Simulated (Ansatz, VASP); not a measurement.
# One calculation of BPb, two programs

```
CELL_PARAMETERS angstrom
0.00000 2.62733 2.62733
2.62733 0.00000 2.62733
2.62733 2.62733 0.00000
ATOMIC_POSITIONS crystal
B 0.00000 0.00000 0.00000
Pb 0.50000 0.50000 0.50000
```

Alike in both runs: functional PBE; k mesh 18 × 18 × 18; occupations gaussian, width 0.1 eV; no spin polarisation.

Ansatz relaxed the structure, and its values are those at the end. VASP's run is a single point on that final structure, the one shown.

|  | VASP | Ansatz |
| --- | --- | --- |
| version | VASP 6.6.1 | Ansatz 0.2.0 |
| potentials or method | VASP PAW PBE potentials, release 64 (B, Pb_d), cutoff 520 eV | scalar-relativistic, plane waves, PAW |
| valence electrons in the cell | 17 | 17 |

```tsv
	VASP	Ansatz	Ansatz less VASP
gap on the k mesh at the Fermi level (eV)	none	none	-
pressure (GPa)	-0.1	0.0	+0.10
```

A gap of «none» marks a metal or a gap that the smearing closes.

Spin-orbit coupling is off throughout.
